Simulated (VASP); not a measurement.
A run of VASP 6.6.1 is set up as follows.

The input POSCAR:

```
Na
1.0
    3.7670000000      0.0000000000      0.0000000000
   -1.8835000000      3.2623176961      0.0000000000
    0.0000000000      0.0000000000      6.1540000000
Na
2
Direct
    0.6666666667      0.3333333333      0.7500000000
    0.3333333333      0.6666666667      0.2500000000
```

The input INCAR.step1:

```
SYSTEM = Na
PREC = Accurate
ENCUT = 520
EDIFF = 1E-5
ISMEAR = -1
SIGMA = 0.05
LREAL = .FALSE.
LASPH = .TRUE.
NELM = 80
ALGO = Normal
ISIF = 2
LWAVE = .TRUE.
LCHARG = .FALSE.
NBANDS = 14
GGA = PE
```

INCAR.step2

```
SYSTEM = Na
PREC = Accurate
ENCUT = 520
EDIFF = 1E-7
ISMEAR = -1
SIGMA = 0.05
LREAL = .FALSE.
LASPH = .TRUE.
NELM = 80
ALGO = Normal
ISIF = 2
LWAVE = .FALSE.
LCHARG = .FALSE.
METAGGA = R2SCAN
LHFCALC = .TRUE.
AEXX = 0.25
LMIXTAU = .TRUE.
PRECFOCK = Normal
NBANDS = 14
ISTART = 1
```

File KPOINTS:

```
regular mesh
0
G
  5 5 3
  0 0 0
```

Potentials or basis: VASP PAW PBE potentials, release 64 (Na_pv).

Command:

```console
$ cat potpaw_PBE.64/Na_pv/POTCAR > POTCAR
$ cp INCAR.step1 INCAR
$ mpirun -np 1 vasp_std > vasp.out
$ cp INCAR.step2 INCAR
$ mpirun -np 1 vasp_std > vasp.out
```

Problem. Predict the band gap on the k mesh.

Solution. Zero (bands 7 and 8 overlap by 3.56 eV).

Problem. What does it give for the pressure?

Solution. 0.0 GPa.

Stress tensor (GPa, compression positive):
```
-0.06  0.00  0.00
 0.00 -0.06  0.00
 0.00  0.00  0.04
```

Caveat: the k points lie up to 0.39 Å⁻¹ apart, too coarse for converged energies and pressures of a metal; the PAW data sets were made with another functional, which shifts forces and pressure a little.
